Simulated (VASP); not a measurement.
Set up this calculation in VASP 6.6.1, as the native input.

```
Task                   : electric field gradients
Functional             : LDA
Potentials or basis    : VASP PAW LDA potentials, release 64 (Pb_d, S)
Cutoff                 : 520 eV
k mesh                 : 7 × 7 × 7
Occupations            : fermi-dirac, width 0.01 eV
Spin                   : no spin polarisation
Dipole correction      : no
Further INCAR settings : ALGO = Normal; EDIFF = 1e-08; NBANDS = 17
```

The structure of PbS lies in POSCAR:

```
PbS
1.0
    0.0000000000      3.0040176323      3.0040176323
    3.0040176323      0.0000000000      3.0040176323
    3.0040176323      3.0040176323      0.0000000000
Pb S
1 1
Direct
    0.0000000000      0.0000000000      0.0000000000
    0.5000000000      0.5000000000      0.5000000000
```

This cell differs from its parent crystal: volume scaled by 1.04.

These files were run (other wordings do the same):

INCAR

```
PREC = Accurate ; ENCUT = 520
EDIFF = 1E-8 ; ISMEAR = -1
SIGMA = 0.01 ; LREAL = False
LASPH = True ; NELM = 80
ALGO = Normal ; ISIF = 2
LWAVE = False ; LCHARG = False
LEFG = True ; NBANDS = 17
```

KPOINTS

```
regular mesh
0
Gamma
  7 7 7
```

Potentials or basis: VASP PAW LDA potentials, release 64 (Pb_d, S).

The run is started by

```console
$ cat potpaw_LDA.64/Pb_d/POTCAR potpaw_LDA.64/S/POTCAR > POTCAR
$ mpirun -np 1 vasp_std > vasp.out
```

Results of the run:

The pressure is -4.5 GPa.

Caveat: without QUAD_EFG the Cq values of the log hold for a quadrupole moment of 1 mb, not for the nuclei.

Run time: 27 s on 1 thread of Intel Xeon 8259CL, with other jobs on the host, peak memory 0.16 GiB.
